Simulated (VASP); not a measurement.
Al:

```
Al
1.0
     0.00000    2.02481    2.02481
     2.02481    0.00000    2.02481
     2.02481    2.02481    0.00000
Al
1
Direct
  0.00000 0.00000 0.00000
```

```yaml
Program: VASP 6.6.1
Task: relaxation of cell and atoms
Functional: PBEsol
Potentials_or_basis: VASP PAW PBE potentials, release 64 (Al)
Cutoff: 600 eV
k_mesh: 11 × 11 × 11
Occupations: fermi-dirac, width 0.05 eV
Spin: no spin polarisation
```

At the start: pressure -1.9 GPa; volume 16.60 Å³/atom.

**Question.** Where does the relaxation end?

**Answer.** Over 3 steps the energy falls by 2.3 meV/atom and the volume is 16.22 Å³/atom (-2.3 %); space group Fm-3m (No. 225, to 0.05 Å).

Step by step:
| step | energy change (eV) | largest force (eV/Å) | pressure (GPa) | volume (Å³) |
| --- | --- | --- | --- | --- |
| 1 | 0.0000 | 0.0000 | -1.87 | 16.60 |
| 2 | -0.0022 | 0.0000 | 0.39 | 16.14 |
| 3 | -0.0023 | 0.0000 | 0.00 | 16.22 |

Final structure:
```xyz
1
Lattice="0.0000 2.0089 2.0089 2.0089 0.0000 2.0089 2.0089 2.0089 0.0000" Properties=species:S:1:pos:R:3 pbc="T T T"
Al    0.0000    0.0000    0.0000
```

The cell as given is a measured one (16.60 Å³/atom); PBEsol puts the equilibrium volume -2.3 % from it, thermal expansion not counted.

Caveat: the PAW data sets were made with another functional, which shifts forces and pressure a little.
